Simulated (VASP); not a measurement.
Write the native input for VASP 6.6.1 that does the following.

```yaml
Task: single point
Functional: PBE
Potentials_or_basis: VASP PAW PBE potentials, release 64 (Sb)
Cutoff: 520 eV
k_mesh: 14 × 10 × 10
Occupations: gaussian, width 0.1 eV
Spin: no spin polarisation
Dipole_correction: no
Further_INCAR_settings: ALGO = Normal; EDIFF = 1e-06; NBANDS = 12
```

The structure of Sb lies in POSCAR:

```
Sb
1.0
    3.2971056343      0.0000000000      0.0025806306
    0.0000000000      4.6602093029      0.0000000000
   -0.0067497777      0.0000000000      4.1947581720
Sb
2
Direct
    0.0000012664      0.7500000000      0.7499792783
    0.9999987336      0.2500000000      0.2500207217
```

This cell differs from its parent crystal: biaxial strain in the a-b plane: +6.0 %, then relaxed in part.

One way to write it, as run:

INCAR

```
PREC     = Accurate       # precision mode
ENCUT    = 520            # plane-wave cutoff, eV
EDIFF    = 1E-6           # SCF threshold, eV
ISMEAR   = 0              # smearing method
SIGMA    = 0.1            # smearing width, eV
LREAL    = F              # projectors in reciprocal space
LASPH    = T              # aspherical terms in the spheres
NELM     = 80             # most SCF steps
ALGO     = Normal         # electronic algorithm
ISIF     = 2              # what is computed and relaxed
LWAVE    = F              # write WAVECAR
LCHARG   = F              # write CHGCAR
GGA      = PE             # functional
NBANDS   = 12             # bands
```

KPOINTS

```
regular mesh
0
Gamma
  14 10 10
```

Potentials or basis: VASP PAW PBE potentials, release 64 (Sb).

The run is started by

```console
$ cat potpaw_PBE.64/Sb/POTCAR > POTCAR
$ mpirun -np 1 vasp_std > vasp.out
```

It gave:

```yaml
Pressure: -3.1 GPa
Band_gap_on_the_k_mesh: zero (bands 5 and 6 overlap by 7.08 eV)
```

Caveat: the cell differs from its parent crystal (biaxial strain in the a-b plane: +6.0 %, then relaxed in part); the stress differs along the axes, from -7 to -0 GPa; spin-orbit coupling is left out, which moves the levels of the heavy elements.

It took 2.3 min on 1 thread of Intel(R) Xeon(R) Platinum 8488C (Sapphire Rapids), with other jobs on the host, peak memory 0.39 GiB.
